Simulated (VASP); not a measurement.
A run of VASP 6.6.1:

Contents of INCAR:

```
ALGO = Normal
EDIFF = 1E-6
ENCUT = 520
GGA = PS
ISIF = 2
ISMEAR = 0
LASPH = True
LCHARG = True
LELF = True
LREAL = False
LVHAR = True
LWAVE = False
NBANDS = 11
NELM = 80
PREC = Accurate
SIGMA = 0.05
```

The input KPOINTS:

```
k-points
0
Gamma
  10 10 10
```

The input POSCAR:

```
SiC
1.0
    0.0000000000      2.1783945700      2.1783945700
    2.1783945700      0.0000000000      2.1783945700
    2.1783945700      2.1783945700      0.0000000000
Si C
1 1
Direct
   -0.0047117196      0.0070675794      0.0047117196
    0.7610172878      0.7334740682      0.7389827122
```

Potentials or basis: VASP PAW PBE potentials, release 64 (Si, C).

Launch:

```console
$ cat potpaw_PBE.64/Si/POTCAR potpaw_PBE.64/C/POTCAR > POTCAR
$ mpirun -np 1 vasp_std > vasp.out
```

Hardware: 1 thread of Intel(R) Xeon(R) 6975P-C (Granite Rapids), on a shared host.

Question: How long does it take, and how much memory?

Answer: Wall time 26 s on 1 thread of Intel(R) Xeon(R) 6975P-C (Granite Rapids) (shared host), peak memory 0.22 GiB. Counts: scf iterations 12, k points 504.
